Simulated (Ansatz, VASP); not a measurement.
# K in VASP and in Ansatz

```xyz
2
Lattice="4.7030 0.0000 0.0000 -2.3515 3.8525 0.0000 0.0000 0.0000 7.8350" Properties=species:S:1:pos:R:3 pbc="T T T"
K     0.0000    2.6617    1.9587
K     2.3515    1.1908    5.8762
```

Alike in both runs: task single point; functional PBE; k mesh 10 × 10 × 6; occupations gaussian, width 0.1 eV; no spin polarisation.

|  | VASP | Ansatz |
| --- | --- | --- |
| version | VASP 6.6.1 | Ansatz 0.2.0 |
| potentials or method | VASP PAW PBE potentials, release 64 (K_sv), cutoff 520 eV | scalar-relativistic, plane waves, PAW |
| valence electrons in the cell | 18 | 18 |

|  | VASP | Ansatz | Ansatz less VASP |
| --- | --- | --- | --- |
| gap on the k mesh at the Fermi level (eV) | none | none | - |
| pressure (GPa) | 0.2 | 0.2 | +0.01 |
| traceless stress, the component that is largest in VASP (GPa) | 0.23 | 0.23 | 0.000 |
| rms of the force components (eV/Å) | 0.014 | 0.014 | -0.0001 |

Atom by atom the forces differ by 0.000 eV/Å (rms over components). A gap of «none» marks a metal or a gap that the smearing closes.
